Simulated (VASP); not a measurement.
**MgSe: G0W0 quasiparticle levels with PBE**

The system is MgSe.

```
Mg Se
1.0
     0.00000    2.73627    2.73627
     2.73627    0.00000    2.73627
     2.73627    2.73627    0.00000
Mg Se
1 1
Direct
  0.00000 0.00000 0.00000
  0.50000 0.50000 0.50000
```

```yaml
Program: VASP 6.6.1
Task: G0W0 quasiparticle levels
Functional: PBE
Potentials_or_basis: VASP PAW PBE potentials, release 64 (Mg_GW, Se_GW)
Cutoff: 500 eV
k_mesh: 4 × 4 × 4
Occupations: gaussian, width 0.01 eV
Spin: no spin polarisation
Dipole_correction: no
GW_scheme: G0W0
GW_iterations: 1
Cutoff_of_the_response_function: 140
Frequency_points: 48
Empty_bands: 154
Further_INCAR_settings: ALGO = EVGW0; EDIFF = 1e-08; NBANDS = 158
```

```yaml
Band_gap_on_the_k_mesh_mean-field_level: 1.75 eV, indirect (least direct gap 2.49 eV)
Quasiparticle_gap: 2.98 eV
Least_direct_quasiparticle_gap: 3.86 eV
```

Levels at points of the mesh, in eV from the valence-band top:
```
           k point  band 1  band 2  band 3  band 4  band 5  band 6  band 7  band 8
(0.00, 0.00, 0.00)  -12.88    0.00    0.00    0.00    2.49    7.39    7.39    7.39
(0.50, 0.00, 0.00)  -11.78   -4.90   -0.57   -0.57    3.79    6.05    6.05    8.50
(0.50, 0.50, 0.00)  -11.46   -4.22   -1.77   -1.77    1.75    3.97   11.62   12.03
```

It took 3.4 min on 1 thread of Intel Xeon 8259CL, with other jobs on the host, peak memory 0.39 GiB.

Caveat: the k points lie up to 0.50 Å⁻¹ apart; bands, screening cutoff and mesh are small and nothing is extrapolated, so the quasiparticle values aren't converged. A k mesh can miss the band edges.
